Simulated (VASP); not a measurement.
La, 2 atoms in the cell. The structure is cubic, space group Fd-3m (No. 227). The conventional cell has a = 5.300 Å, b = 5.300 Å, c = 5.300 Å, α = 90.00°, β = 90.00°, γ = 90.00°. La (site symmetry -43m) has 4 La at 2.29 Å within 3.0 Å. This isn't the form of La at room conditions, which is double hcp.

| Item | Value |
| --- | --- |
| Program | VASP 6.6.1 |
| Task | single point |
| Functional | PBE |
| Potentials or basis | VASP PAW PBE potentials, release 64 (La) |
| Cutoff | 520 eV |
| k mesh | 9 × 9 × 9 |
| Occupations | fermi-dirac, width 0.05 eV |
| Spin | no spin polarisation |
| Dipole correction | no |
| k mesh for the DOS | 14 × 14 × 14 |
| Occupations for the DOS | tetrahedron |
| Further INCAR settings | ALGO = Normal; EDIFF = 1e-07 |

Potentials or basis: VASP PAW PBE potentials, release 64 (La).

The run is started by

```bash
$ cat potpaw_PBE.64/La/POTCAR > POTCAR
$ cp INCAR.step1 INCAR
$ cp KPOINTS.step1 KPOINTS
$ mpirun -np 1 vasp_std > vasp.out
$ cp INCAR.step2 INCAR
$ cp KPOINTS.step2 KPOINTS
$ mpirun -np 1 vasp_std > vasp.out
```

Hardware: 1 thread of Intel Xeon 8259CL (shared host).

Task: Estimate the wall time of this run.

Result: It took 2.2 min on 1 thread of Intel Xeon 8259CL, on a shared host, peak memory 0.2 GiB. Counts: k points 104.
